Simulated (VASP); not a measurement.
Crystal: InSb.

```
In Sb
1.0
     0.00000    3.31742    3.31742
     3.31742    0.00000    3.31742
     3.31742    3.31742    0.00000
In Sb
1 1
Cartesian
  0.0000 0.0000 0.0000
  1.6587 1.6587 1.6587
```

Base run:

```yaml
Program: VASP 6.6.1
Functional: r2SCAN
Potentials_or_basis: VASP PAW PBE potentials, release 64 (In_d, Sb)
Cutoff: 520 eV
k_mesh: 12 × 12 × 12
Occupations: gaussian, width 0.1 eV
Spin: no spin polarisation
```

Its results: band gap on the k mesh zero (filled and empty bands touch); pressure -1.4 GPa.

Q: The run is repeated on the same cell with these changes: functional from r2SCAN to PBE. What comes out?

A: Band gap on the k mesh zero (filled and empty bands touch); pressure 0.0 GPa.

Caveats: spin-orbit coupling is left out, which moves the levels of the heavy elements; the PAW data sets were made with another functional, which shifts forces and pressure a little (some runs).
